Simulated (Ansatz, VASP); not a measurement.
**W in VASP and in Ansatz**

File INCAR:

```
SYSTEM = W
PREC     = Accurate       ! precision mode
ENCUT    = 600            ! plane-wave cutoff, eV
EDIFF    = 1E-7           ! SCF threshold, eV
ISMEAR   = 0              ! smearing method
SIGMA    = 0.1            ! smearing width, eV
LREAL    = .FALSE.        ! projectors in reciprocal space
LASPH    = .TRUE.         ! aspherical terms in the spheres
NELM     = 80             ! most SCF steps
ALGO     = Fast           ! electronic algorithm
ISIF     = 3              ! what is computed and relaxed
LWAVE    = .FALSE.        ! write WAVECAR
LCHARG   = .FALSE.        ! write CHGCAR
GGA      = PE             ! functional
IBRION   = 2              ! ionic algorithm
NSW      = 100            ! ionic steps
EDIFFG   = -0.01          ! ionic threshold
```

The input KPOINTS:

```
regular mesh
0
G
  16 16 16
  0 0 0
```

The input POSCAR:

```
W
1.0
    0.0000000000      2.9127242830      2.9127242830
    2.9127242830      0.0000000000      2.9127242830
    2.9127242830      2.9127242830      0.0000000000
W
2
Direct
    0.0000000000      0.0000000000      0.0000000000
    0.2500000000      0.2500000000      0.2500000000
```

Input for Ansatz:

```yaml
crystal:
  lattice:
    - [0.0, 2.912724283, 2.912724283]
    - [2.912724283, 0.0, 2.912724283]
    - [2.912724283, 2.912724283, 0.0]
  atoms:
    - { symbol: W, position: [0.0, 0.0, 0.0] }
    - { symbol: W, position: [0.25, 0.25, 0.25] }
basis:
  ecutwfc: 420
kpoints:
  mp_grid: { grid: [16, 16, 16] }
hamiltonian:
  xc: pbe
scf:
  occupations: { method: gaussian, width: 0.1 }
output:
  forces: true
  stress: true
  eigenvalues: true
relax:
  adjacent_minimum: "off"
  f_tol: 0.01
  max_steps: 80
  cell: { stress_tol: 0.05 }
```

Alike in both runs: task relaxation of cell and atoms; functional PBE; k mesh 16 × 16 × 16; occupations gaussian, width 0.1 eV; no spin polarisation.

|  | VASP | Ansatz |
| --- | --- | --- |
| version | VASP 6.6.1 | Ansatz 0.2.0 |
| potentials or method | VASP PAW PBE potentials, release 64 (W_sv), cutoff 600 eV | scalar-relativistic, plane waves, PAW |
| valence electrons in the cell | 28 | 28 |

```tsv
	VASP	Ansatz	Ansatz less VASP
gap on the k mesh at the Fermi level, each at its own relaxed structure (eV)	none	none	-
relaxed volume (Å³/atom)	24.88	24.77	-0.109
relaxed cell length with the largest relative difference (Å)	4.128	4.122	-0.0060
```

A gap of «none» marks a metal or a gap that the smearing closes.

Neither program's run includes spin-orbit coupling.
